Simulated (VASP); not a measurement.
A run of VASP 6.6.1:

INCAR

```
PREC = Accurate
ENCUT = 600
EDIFF = 1E-6
ISMEAR = -1
SIGMA = 0.025
LREAL = False
LASPH = True
NELM = 120
ALGO = Normal
ISIF = 2
LWAVE = False
LCHARG = False
GGA = PS
NBANDS = 18
GGA_COMPAT = False
```

File KPOINTS:

```
regular mesh
0
Gamma
  8 8 8
```

Contents of POSCAR:

```
HfO2
1.0
    0.0000000000      2.5575000000      2.5575000000
    2.5575000000      0.0000000000      2.5575000000
    2.5575000000      2.5575000000      0.0000000000
Hf O
1 2
Direct
    0.0000000000      0.0000000000      0.0000000000
    0.7500000000      0.7500000000      0.7500000000
    0.2500000000      0.2500000000      0.2500000000
```

Potentials or basis: VASP PAW PBE potentials, release 64 (Hf_pv, O).

The run is started by

```console
$ cat potpaw_PBE.64/Hf_pv/POTCAR potpaw_PBE.64/O/POTCAR > POTCAR
$ mpirun -np 1 vasp_std > vasp.out
```

Hardware: 1 thread of Intel(R) Xeon(R) 6975P-C (Granite Rapids), with other jobs on the host.

Problem. Estimate the wall time of this run.

Solution. Wall time 12 s on 1 thread of Intel(R) Xeon(R) 6975P-C (Granite Rapids) (shared host), peak memory 0.17 GiB. Counts: scf iterations 13, k points 29.
